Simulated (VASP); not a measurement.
Here is a VASP 6.6.1 calculation.

The input POSCAR:

```
BN
1.0
    2.5009391346      0.0000000000      0.0000000000
   -1.2504695673      2.1658768239      0.0000000000
    0.0000000000      0.0000000000      6.8721413324
B N
2 2
Direct
    0.3333333333      0.6666666667      0.2500000000
    0.6666666667      0.3333333333      0.7500000000
    0.3333333333      0.6666666667      0.7500000000
    0.6666666667      0.3333333333      0.2500000000
```

Contents of INCAR.step1:

```
SYSTEM = BN
PREC = Accurate ; ENCUT = 520
ISMEAR = 0 ; SIGMA = 0.02
LREAL = .FALSE. ; LASPH = .TRUE.
NELM = 80 ; NBANDS = 16
GGA = PE ; ALGO = Normal
EDIFF = 1E-4 ; LWAVE = .TRUE.
LCHARG = .FALSE.
```

INCAR.step2

```
SYSTEM = BN
PREC = Accurate ; ENCUT = 520
EDIFF = 1E-6 ; ISMEAR = 0
SIGMA = 0.02 ; LREAL = .FALSE.
LASPH = .TRUE. ; NELM = 80
ALGO = Normal ; ISIF = 2
LWAVE = .FALSE. ; LCHARG = .FALSE.
METAGGA = R2SCAN ; LMIXTAU = .TRUE.
NBANDS = 16 ; ISTART = 1
```

KPOINTS

```
Automatic mesh
0
G
  12 12 4
  0 0 0
```

Potentials or basis: VASP PAW PBE potentials, release 64 (B, N).

The run is started by

```bash
$ cat potpaw_PBE.64/B/POTCAR potpaw_PBE.64/N/POTCAR > POTCAR
$ cp INCAR.step1 INCAR
$ mpirun -np 1 vasp_std > vasp.out
$ cp INCAR.step2 INCAR
$ mpirun -np 1 vasp_std > vasp.out
```

Estimate the pressure.

0.4 GPa.

What does it give for the band gap on the k mesh?

4.93 eV (least direct gap 5.37 eV).

Stress tensor (GPa, compression positive):
```
 0.69  0.00  0.00
 0.00  0.69  0.00
 0.00  0.00 -0.24
```

Caveat: the PAW data sets were made with another functional, which shifts forces and pressure a little. r2SCAN opens gaps a little over a GGA but as a rule still falls short of measured ones.
